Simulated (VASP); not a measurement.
# TaN (P6_3mc) in VASP: notebook

The runs below take TaN through single point, with PBE.

Everything below comes from runs of VASP 6.6.1. Logs are shortened: lines on timing, memory, paths and dates and some standing lists are left out, and cuts for length are marked.

## 1. The cell of the first run

It takes space group P6_3mc (No. 186, hexagonal). The conventional cell has a = 3.050 Å, b = 3.050 Å, c = 4.940 Å, α = 90.00°, β = 90.00°, γ = 120.00°. Within 2.5 Å of Ta (site symmetry 3m) lie 4 N at 1.85 to 1.90 Å. N (site symmetry 3m) has 4 Ta at 1.85 to 1.90 Å within 2.5 Å.

## 2. Single point, PBE

Input file INCAR:

```
SYSTEM = TaN
PREC = Accurate
ENCUT = 520
EDIFF = 1E-7
ISMEAR = -1
SIGMA = 0.05
LREAL = .FALSE.
LASPH = .TRUE.
NELM = 60
ALGO = Normal
ISIF = 2
LWAVE = .FALSE.
LCHARG = .FALSE.
GGA = PE
NBANDS = 24
```

Input file KPOINTS:

```
Automatic mesh
0
G
  10 10 6
  0 0 0
```

Input file POSCAR:

```
TaN
1.0
    3.0500020400      0.0000000000      0.0000000000
   -1.5250010200      2.6413792500      0.0000000000
    0.0000000000      0.0000000000      4.9400015300
Ta N
2 2
Direct
    0.3333333333      0.6666666667      0.0000000000
    0.6666666667      0.3333333333      0.5000000000
    0.3333333333      0.6666666667      0.3850000000
    0.6666666667      0.3333333333      0.8850000000
```

Potentials or basis: VASP PAW PBE potentials, release 64 (Ta_pv, N).

On the command line:

```sh
> cat potpaw_PBE.64/Ta_pv/POTCAR potpaw_PBE.64/N/POTCAR > POTCAR
> mpirun -np 1 vasp_std > vasp.out
```

OUTCAR:

```text
SYSTEM = TaN
   PREC = Accurate
   ENCUT = 520
   EDIFF = 1E-7
   ISMEAR = -1
   LREAL = .FALSE.
   LASPH = .TRUE.
   NELM = 60
   ISIF = 2
   GGA = PE

 ion  position               nearest neighbor table
   1  0.333  0.667  0.000-   4 1.85   4 1.85   4 1.85   3 1.90   2 3.03   2 3.03   2 3.03   2 3.03
                             2 3.03   2 3.03
   2  0.667  0.333  0.500-   3 1.85   3 1.85   3 1.85   4 1.90   1 3.03   1 3.03   1 3.03   1 3.03
                             1 3.03   1 3.03
   3  0.333  0.667  0.385-   2 1.85   2 1.85   2 1.85   1 1.90
   4  0.667  0.333  0.885-   1 1.85   1 1.85   1 1.85   2 1.90

  LATTYP: Found a hexagonal cell.
 ALAT       =     3.0500020400
 C/A-ratio  =     1.6196715495

  Lattice vectors:

 A1 = (   3.0500020400,   0.0000000000,   0.0000000000)
 A2 = (  -1.5250010200,   2.6413792500,   0.0000000000)
 A3 = (   0.0000000000,   0.0000000000,   4.9400015300)

Analysis of symmetry for initial positions (statically):
=====================================================================
 Subroutine PRICEL returns:
 Original cell was already a primitive cell.

 Routine SETGRP: Setting up the symmetry group for a
 hexagonal supercell.

 Subroutine GETGRP returns: Found 12 space group operations
 (whereof  6 operations were pure point group operations)
 out of a pool of 24 trial point group operations.

The static configuration has the point symmetry C_3v.
 The point group associated with its full space group is C_6v.

Analysis of symmetry for dynamics (positions and initial velocities):
=====================================================================
 Subroutine PRICEL returns:
 Original cell was already a primitive cell.

 Routine SETGRP: Setting up the symmetry group for a
 hexagonal supercell.

 Subroutine GETGRP returns: Found 12 space group operations
 (whereof  6 operations were pure point group operations)
 out of a pool of 24 trial point group operations.

The dynamic configuration has the point symmetry C_3v.
 The point group associated with its full space group is C_6v.

 Subroutine INISYM returns: Found 12 space group operations
 (whereof  6 operations are pure point group operations),
 and found     1 'primitive' translations

----------------------------------------------------------------------------------------

                                     Primitive cell

  volume of cell :      39.7977

  direct lattice vectors                    reciprocal lattice vectors
     3.050002040  0.000000000  0.000000000     0.327868633  0.189295043  0.000000000
    -1.525001020  2.641379250  0.000000000     0.000000000  0.378590087  0.000000000
     0.000000000  0.000000000  4.940001530     0.000000000  0.000000000  0.202429087

  length of vectors
     3.050002040  3.050002042  4.940001530     0.378590087  0.378590087  0.202429087

  position of ions in fractional coordinates (direct lattice)
     0.333333333  0.666666667  0.000000000
     0.666666667  0.333333333  0.500000000
     0.333333333  0.666666667  0.385000000
     0.666666667  0.333333333  0.885000000

  ion indices of the primitive-cell ions
   primitive index   ion index
                 1           1
                 2           2
                 3           3
                 4           4

----------------------------------------------------------------------------------------

 KPOINTS: Automatic mesh

Automatic generation of k-mesh.
 Grid dimensions read from file:
 generate k-points for:   10   10    6

 Generating k-lattice:

  Cartesian coordinates                     Fractional coordinates (reciprocal lattice)
     0.032786863  0.018929504  0.000000000     0.100000000  0.000000000  0.000000000
     0.000000000  0.037859009  0.000000000     0.000000000  0.100000000  0.000000000
     0.000000000  0.000000000  0.033738181     0.000000000  0.000000000  0.166666667

  Length of vectors
     0.037859009  0.037859009  0.033738181

  Shift w.r.t. Gamma in fractional coordinates (k-lattice)
     0.000000000  0.000000000  0.000000000

 Subroutine IBZKPT returns following result:
 ===========================================

 Found     56 irreducible k-points:

 Following reciprocal coordinates:
            Coordinates               Weight
  0.000000  0.000000  0.000000      1.000000
  0.100000  0.000000  0.000000      6.000000
  0.200000  0.000000  0.000000      6.000000
  0.300000  0.000000  0.000000      6.000000
  0.400000  0.000000  0.000000      6.000000
  0.500000  0.000000  0.000000      3.000000
[... 16 lines left out ...]
  0.300000  0.100000  0.166667     24.000000
  0.400000  0.100000  0.166667     24.000000
 [... further k-points ...]
   k-points           NKPTS =     56   k-points in BZ     NKDIM =     56   number of bands    NBANDS=     24
   number of dos      NEDOS =    301   number of ions     NIONS =      4
   total plane-waves  NPLWV =  23040
   dimension x,y,z NGX =    24 NGY =   24 NGZ =   40
   dimension x,y,z NGXF=    48 NGYF=   48 NGZF=   80
   ions per type =               2   2
   NGX,Y,Z   is equivalent  to a cutoff of  13.08, 13.08, 13.46 a.u.
   NGXF,Y,Z  is equivalent  to a cutoff of  26.16, 26.16, 26.92 a.u.
 SYSTEM =  TaN
   PREC   = accura    normal or accurate (medium, high low for compatibility)
   ISTART =      0    job   : 0-new  1-cont  2-samecut
   ICHARG =      2    charge: 1-file 2-atom 10-const
   ISPIN  =      1    spin polarized calculation?
   LNONCOLLINEAR =      F non collinear calculations
   LSORBIT =      F    spin-orbit coupling
   LASPH  =      T    aspherical Exc in radial PAW
   ENCUT  =  520.0 eV  38.22 Ry    6.18 a.u.   5.67  5.67  9.19*2*pi/ulx,y,z
   NELM   =     60;   NELMIN=  2; NELMDL= -5     # of ELM steps
   EDIFF  = 0.1E-06   stopping-criterion for ELM
   LREAL  =      F    real-space projection
   EDIFFG = 0.1E-05   stopping-criterion for IOM
   NSW    =      0    number of steps for IOM
   IBRION =     -1    ionic relax: 0-MD 1-quasi-New 2-CG
   NFREE  =      0    steps in history (QN), initial steepest desc. (CG)
   ISIF   =      2    stress and relaxation
   ISYM   =      2    0-nonsym 1-usesym 2-fastsym
   POTIM  = 0.5000    time-step for ionic-motion
   TEBEG  =    0.0;   TEEND  =   0.0 temperature during run
   PSTRESS=    0.0 pullay stress
   NELECT =      32.0000    total number of electrons
   NUPDOWN=      -1.0000    fix difference up-down
   EMIN   =  10.00;   EMAX   =-10.00  energy-range for DOS
   EFERMI =   0.00;   METHOD = LEGACY
   ISMEAR =    -1;   SIGMA  =   0.05  broadening in eV -4-tet -1-fermi 0-gaus
   EFERMI_NEDOS =   21; number of points for ismear=-14 and -15
   IALGO  =     38    algorithm
   IMIX   =      4    mixing-type and parameters
     AMIX     =   0.40;   BMIX     =  1.00
     AMIX_MAG =   1.60;   BMIX_MAG =  1.00
  volume/ion in A,a.u.               =       9.95        67.14
  Fermi-wavevector in a.u.,A,eV,Ry     =   1.522318  2.876765 31.530867  2.317453
  Thomas-Fermi vector in A             =   2.630914
   LORBIT       =      0    0 simple, 1 ext, 2 COOP (PROOUT), +10 PAW based schemes
   GGA     = PE    functional components
   LHFCALC =     F    Hartree Fock is set to
   AEXX    =    0.0000 exact exchange contribution
   IVDW    =     0    specifies the selected vdW correction
   LEPSILON=     F    determine dielectric tensor
   LRPA    =     F    only Hartree local field effects (RPA)
 non-spin polarized calculation
  energy-cutoff  :      520.00
  volume of cell :       39.80
 maximum number of plane-waves:      1093
 NGX is ok and might be reduce to    24
   NGX = 11   NGY = 11   NGZ = 19

 number of electron      32.0000000 magnetization

 Free energy of the ion-electron system (eV)
  ---------------------------------------------------
  ext. energy  EPLUGINS =         0.00000000
  ---------------------------------------------------
  free energy    TOTEN  =       -37.66770158 eV

  energy without entropy =      -37.65411137  energy(sigma->0) =      -37.66090648

 E-fermi :   9.8041     XC(G=0): -13.5434

 val. band max:        9.7927211824   @ k =   0.4000   0.1000   0.0000
 cond. band min:       9.8232856300   @ k =   0.3000   0.1000   0.3333
 fundamental gap:      0.0305644476
 Fermi energy:         9.8040547047

 k-point     1 :       0.0000    0.0000    0.0000
  band No.  band energies     occupation
      1     -26.3262      2.00000
      2     -25.2195      2.00000
      3     -25.2195      2.00000
      4     -25.0283      2.00000
      5     -25.0283      2.00000
      6     -24.9706      2.00000
[... 16 lines left out ...]
     23      16.4686      0.00000
     24      16.4686      0.00000

 k-point     2 :       0.1000    0.0000    0.0000
  band No.  band energies     occupation
      1     -26.2907      2.00000
      2     -25.3221      2.00000
      3     -25.2492      2.00000
      4     -25.1457      2.00000
      5     -25.0452      2.00000
      6     -24.9873      2.00000
[... 16 lines left out ...]
     23      16.4685      0.00000
     24      16.8672      0.00000

 k-point     3 :       0.2000    0.0000    0.0000
  band No.  band energies     occupation
      1     -26.1974      2.00000
      2     -25.5785      2.00000
      3     -25.4356      2.00000
      4     -25.3246      2.00000
      5     -25.0909      2.00000
      6     -25.0381      2.00000
[... 16 lines left out ...]
     23      16.6989      0.00000
     24      18.4731      0.00000

 k-point     4 :       0.3000    0.0000    0.0000
  band No.  band energies     occupation
      1     -26.1221      2.00000
      2     -25.8398      2.00000
      3     -25.7478      2.00000
      4     -25.4138      2.00000
      5     -25.1491      2.00000
      6     -25.1222      2.00000
[... 16 lines left out ...]
     23      16.9241      0.00000
     24      17.9003      0.00000

 k-point     5 :       0.4000    0.0000    0.0000
  band No.  band energies     occupation
      1     -26.2409      2.00000
      2     -26.0356      2.00000
      3     -25.7723      2.00000
      4     -25.4835      2.00000
      5     -25.2256      2.00000
      6     -25.1969      2.00000
[... 16 lines left out ...]
     23      16.2801      0.00000
     24      17.0963      0.00000

 k-point     6 :       0.5000    0.0000    0.0000
  band No.  band energies     occupation
      1     -26.3199      2.00000
      2     -26.1232      2.00000
      3     -25.7089      2.00000
      4     -25.5096      2.00000
      5     -25.2855      2.00000
      6     -25.2153      2.00000
[... 16 lines left out ...]
     23      15.8889      0.00000
     24      16.3860      0.00000
[... 379 lines left out ...]
 k-point    21 :       0.1000    0.1000    0.1667
  band No.  band energies     occupation
      1     -26.1693      2.00000
      2     -25.4560      2.00000
      3     -25.4223      2.00000
      4     -25.2795      2.00000
      5     -25.1044      2.00000
      6     -25.0583      2.00000
[... 16 lines left out ...]
     23      16.9228      0.00000
     24      17.7065      0.00000

 k-point    22 :       0.2000    0.1000    0.1667
  band No.  band energies     occupation
      1     -26.1216      2.00000
      2     -25.7279      2.00000
      3     -25.6389      2.00000
      4     -25.3831      2.00000
      5     -25.1789      2.00000
      6     -25.1062      2.00000
[... 16 lines left out ...]
     23      17.1136      0.00000
     24      17.9723      0.00000

 k-point    23 :       0.3000    0.1000    0.1667
  band No.  band energies     occupation
      1     -26.1920      2.00000
      2     -25.9929      2.00000
      3     -25.6918      2.00000
      4     -25.4823      2.00000
      5     -25.2534      2.00000
      6     -25.1790      2.00000
[... 16 lines left out ...]
     23      16.5496      0.00000
     24      17.9426      0.00000

 k-point    24 :       0.4000    0.1000    0.1667
  band No.  band energies     occupation
      1     -26.3071      2.00000
      2     -26.1407      2.00000
      3     -25.6434      2.00000
      4     -25.5230      2.00000
      5     -25.3086      2.00000
      6     -25.2468      2.00000
[... 16 lines left out ...]
     23      15.8406      0.00000
     24      16.9264      0.00000

 [... further k-points ...]
[... 5 lines left out ...]
  --------------------------------------------------------------------------------------
  -------------------------------------------------------------------------------------
  Total       36.9765814     36.9765815     30.5520984     -0.0000000     -0.0000000      0.0000000
  in kB     1488.6046270   1488.6046290   1229.9675448     -0.0000000     -0.0000000      0.0000000
  external PRESSURE =    1402.3922669 kB  Pullay stress =       0.0000000 kB

 VOLUME and BASIS-vectors are now :
 -----------------------------------------------------------------------------
  energy-cutoff  :      520.00
  volume of cell :       39.80
      direct lattice vectors                 reciprocal lattice vectors
     3.050002040  0.000000000  0.000000000     0.327868633  0.189295043  0.000000000
    -1.525001020  2.641379250  0.000000000     0.000000000  0.378590087  0.000000000
     0.000000000  0.000000000  4.940001530     0.000000000  0.000000000  0.202429087

 POSITION                                       TOTAL-FORCE (eV/Angst)
 -----------------------------------------------------------------------------------
     -0.00000      1.76092      0.00000        -0.000000      0.000000      2.436272
      1.52500      0.88046      2.47000         0.000000      0.000000      2.436272
     -0.00000      1.76092      1.90190         0.000000      0.000000     -2.436272
      1.52500      0.88046      4.37190        -0.000000      0.000000     -2.436272
 -----------------------------------------------------------------------------------
    total drift:                               -0.000000      0.000000      0.000578

  FREE ENERGIE OF THE ION-ELECTRON SYSTEM (eV)
  ---------------------------------------------------
  free  energy   TOTEN  =       -37.6677015802 eV

  energy  without entropy=      -37.6541113702  energy(sigma->0) =      -37.66090648
```

It took 61 s on 1 thread of Intel Xeon Platinum 8259CL at 2.50GHz (Skylake/Cascade Lake), shared host; peak memory 0.19 GiB.

Results:

- Free energy: -37.6677 eV
- Pressure: 140.2 GPa
- Largest force: 2.436 eV/Å
- Band gap on the k mesh: zero (band 16 reaches 11.00 eV, above the bottom of band 17 at 8.27 eV)

Forces on the atoms (eV/Å):
```
Ta   0.000  0.000  2.436
Ta   0.000  0.000  2.436
N    0.000  0.000 -2.436
N    0.000  0.000 -2.436
```

Caveat: spin-orbit coupling is left out, which moves the levels of the heavy elements; forces of over 1 eV/Å act on the atoms, so gaps and moduli don't describe the material at rest.

## 3. Single point, PBE

Input file INCAR:

```
PREC = Accurate
ENCUT = 520
EDIFF = 1E-6
ISMEAR = -1
SIGMA = 0.05
LREAL = False
LASPH = True
NELM = 100
ALGO = Normal
ISIF = 2
LWAVE = False
LCHARG = False
GGA = PE
NBANDS = 24
```

Input file KPOINTS:

```
Automatic mesh
0
Gamma
  10 10 6
```

POSCAR is that of step 2.

Potentials or basis: VASP PAW PBE potentials, release 64 (Ta_pv, N).

On the command line:

```sh
> cat potpaw_PBE.64/Ta_pv/POTCAR potpaw_PBE.64/N/POTCAR > POTCAR
> mpirun -np 1 vasp_std > vasp.out
```

Wall time 54 s (1 thread of Intel Xeon Platinum 8259CL at 2.50GHz (Skylake/Cascade Lake), shared host); peak memory 0.19 GiB.

Results (log left out):

```yaml
Free_energy: -37.6677 eV
Pressure: 140.2 GPa
Largest_force: 2.437 eV/Å
Band_gap_on_the_k_mesh: zero (band 16 reaches 11.00 eV, above the bottom of band 17 at 8.27 eV)
```

Forces on the atoms (eV/Å):
```
Ta   0.000  0.000  2.437
Ta   0.000  0.000  2.437
N    0.000  0.000 -2.437
N    0.000  0.000 -2.437
```

Stress tensor (GPa, compression positive):
```
148.85   0.00   0.00
  0.00 148.85   0.00
  0.00   0.00 122.99
```

Levels at points of the mesh, in eV from the Fermi level:
```tsv
k point	band 14	band 15	band 16	band 17	band 18	band 19
(0.00, 0.00, 0.00)	-7.58	-0.84	-0.84	-0.37	2.13	2.66
(0.50, 0.00, 0.00)	-5.24	-2.46	-1.06	0.42	1.42	2.01
(0.00, 0.00, 0.50)	-8.49	1.20	1.20	1.20	1.20	1.85
(0.50, 0.00, 0.50)	-6.53	-0.48	-0.48	2.14	2.14	2.26
```

Caveat: spin-orbit coupling is left out, which moves the levels of the heavy elements; forces of over 1 eV/Å act on the atoms, so gaps and moduli don't describe the material at rest.

## 4. Single point, PBE

This run uses another cell than the first one, of 10.15 Å³/atom, 1.020 times its volume.

Input file INCAR:

```
SYSTEM = TaN
ALGO = Normal
EDIFF = 1E-6
ENCUT = 520
GGA = PE
ISIF = 2
ISMEAR = -1
LASPH = .TRUE.
LCHARG = .TRUE.
LELF = .TRUE.
LREAL = .FALSE.
LVHAR = .TRUE.
LWAVE = .FALSE.
NBANDS = 24
NELM = 100
PREC = Accurate
SIGMA = 0.05
```

Input file KPOINTS:

```
k-points
0
G
  10 10 6
  0 0 0
```

Input file POSCAR:

```
TaN
1.0
    3.0702013177      0.0000000000      0.0000000000
   -1.5351006588      2.6588723376      0.0000000000
    0.0000000000      0.0000000000      4.9727177254
Ta N
2 2
Direct
    0.3333333333      0.6666666667      0.0000000000
    0.6666666667      0.3333333333      0.5000000000
    0.3333333333      0.6666666667      0.3850000000
    0.6666666667      0.3333333333      0.8850000000
```

On the command line:

```sh
> cat potpaw_PBE.64/Ta_pv/POTCAR potpaw_PBE.64/N/POTCAR > POTCAR
> mpirun -np 1 vasp_std > vasp.out
```

Wall time 53 s (1 thread of Intel Xeon Platinum 8259CL at 2.50GHz (Skylake/Cascade Lake), shared host); peak memory 0.19 GiB.

The run converged. Its results:

| Property | Result |
| --- | --- |
| Free energy | -38.3296 eV |
| Pressure | 126.0 GPa |
| Largest force | 2.363 eV/Å |
| Band gap on the k mesh | zero (band 16 reaches 10.76 eV, above the bottom of band 17 at 8.09 eV) |

Forces in eV/Å, atoms in the order of the input:
```
Ta   0.000  0.000  2.363
Ta   0.000  0.000  2.363
N    0.000  0.000 -2.363
N    0.000  0.000 -2.363
```

Stress tensor (GPa, compression positive):
```
133.91   0.00   0.00
  0.00 133.91   0.00
  0.00   0.00 110.30
```

Levels at points of the mesh, in eV from the Fermi level:
```
           k point  band 14  band 15  band 16  band 17  band 18  band 19
(0.00, 0.00, 0.00)    -7.55    -0.81    -0.81    -0.40     2.08     2.60
(0.50, 0.00, 0.00)    -5.22    -2.43    -1.03     0.40     1.39     1.96
(0.00, 0.00, 0.50)    -8.34     1.18     1.18     1.18     1.18     1.82
(0.50, 0.00, 0.50)    -6.45    -0.49    -0.49     2.08     2.08     2.21
```

Caveat: spin-orbit coupling is left out, which moves the levels of the heavy elements; forces of over 1 eV/Å act on the atoms, so gaps and moduli don't describe the material at rest.

(Part 1 of 2 ends here.)
